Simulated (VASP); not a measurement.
Ti3Al:

```
CELL_PARAMETERS angstrom
4.05104 0.00000 0.00000
0.00000 4.05104 0.00000
0.00000 0.00000 4.05104
ATOMIC_POSITIONS crystal
Ti 0.00000 0.50000 0.00000
Ti 0.00000 0.00000 0.50000
Ti 0.50000 0.00000 0.00000
Al 0.50000 0.50000 0.50000
```

Base run:

* Program: VASP 6.6.1
* Functional: PBE
* Potentials or basis: VASP PAW PBE potentials, release 64 (Ti_sv, Al)
* Cutoff: 520 eV
* k mesh: 12 × 12 × 12
* Occupations: gaussian, width 0.1 eV
* Spin: no spin polarisation

Its results: pressure -0.1 GPa.

Problem. The run is repeated on the same cell with these changes: functional from PBE to r2SCAN; further incar settings from ALGO = Fast; EDIFF = 1e-07; NBANDS = 28 to ALGO = Normal; EDIFF = 1e-06; NBANDS = 28. What comes out?

Solution. Pressure -0.6 GPa.

Caveats: the PAW data sets were made with another functional, which shifts forces and pressure a little (some runs).
